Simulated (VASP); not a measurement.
# P: single point with PBEsol

Crystal: P.

```xyz
2
Lattice="-1.7592 2.6158 1.7102 1.7592 -2.6158 1.7102 1.7592 2.6158 -1.7102" Properties=species:S:1:pos:R:3 pbc="T T T"
P     0.0000    3.9237    0.1823
P     1.7592   -1.3079    1.5279
```

This cell differs from its parent crystal: strain +0.040 along x and y, -0.080 along z.

```
Program                : VASP 6.6.1
Task                   : single point
Functional             : PBEsol
Potentials or basis    : VASP PAW PBE potentials, release 64 (P)
Cutoff                 : 520 eV
k mesh                 : 18 × 18 × 18
Occupations            : gaussian, width 0.15 eV
Spin                   : no spin polarisation
Dipole correction      : no
Further INCAR settings : ALGO = Fast; EDIFF = 1e-07; NBANDS = 12
```

The pressure is -1.0 GPa. The largest force is 0.929 eV/Å and the band gap on the k mesh is zero (bands 5 and 6 overlap by 1.18 eV).

Forces on the atoms (eV/Å):
```
P    0.000  0.000 -0.929
P    0.000  0.000  0.929
```

Stress tensor (GPa, compression positive):
```
 -1.79   0.00   0.00
  0.00 -12.90   0.00
  0.00   0.00  11.72
```

Levels at points of the mesh, in eV from the Fermi level:
```tsv
k point	band 1	band 2	band 3	band 4	band 5	band 6	band 7	band 8	band 9	band 10
(0.00, 0.00, 0.00)	-16.10	-3.63	-2.43	-2.11	-1.07	1.68	2.26	4.65	5.62	6.49
(0.50, 0.00, 0.00)	-13.26	-10.58	-3.46	-1.81	-1.16	0.01	0.54	1.75	9.69	10.36
(0.00, 0.50, 0.00)	-11.79	-9.88	-6.53	-5.60	-4.46	0.57	6.41	8.46	9.24	10.33
(0.50, 0.50, 0.00)	-12.27	-12.27	-2.47	-2.47	-0.13	-0.13	1.72	1.72	10.63	10.63
(0.50, 0.50, 0.50)	-13.12	-8.13	-6.59	-5.61	-3.98	0.25	7.61	8.36	8.64	9.38
```

It took 8.6 min on 1 thread of Oxide Virtual Turin-like Processor, on a shared host, peak memory 0.31 GiB.

Caveat: the cell differs from its parent crystal (strain +0.040 along x and y, -0.080 along z); the stress differs along the axes, from -13 to 12 GPa; the PAW data sets were made with another functional, which shifts forces and pressure a little.
